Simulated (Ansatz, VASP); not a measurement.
Two plane-wave programs on In

```
CELL_PARAMETERS angstrom
-1.88253 1.88253 1.88253
1.88253 -1.88253 1.88253
1.88253 1.88253 -1.88253
ATOMIC_POSITIONS crystal
In 0.00000 0.00000 0.00000
```

Alike in both runs: task relaxation of cell and atoms; functional PBE; dispersion D4; k mesh 10 × 10 × 10; occupations fermi-dirac, width 0.05 eV; no spin polarisation.

|  | VASP | Ansatz |
| --- | --- | --- |
| version | VASP 6.6.1 | Ansatz 0.2.0 |
| potentials or method | VASP PAW PBE potentials, release 64 (In_d) | Ansatz PAW |
| plane-wave cutoff (eV) | 600 | 420 |
| valence electrons in the cell | 13 | 13 |

```csv
,VASP,Ansatz,Ansatz less VASP
"gap on the k mesh at the Fermi level, each at its own relaxed structure (eV)",none,none,-
relaxed volume (Å³/atom),26.38,26.33,-0.045
relaxed cell length with the largest relative difference (Å),3.248,3.246,-0.0018
```

A gap of «none» marks a metal or a gap that the smearing closes.

Noted on Ansatz's run: the plane-wave basis is chosen anew once the cell has moved, so the energies of steps on either side of that aren't comparable.
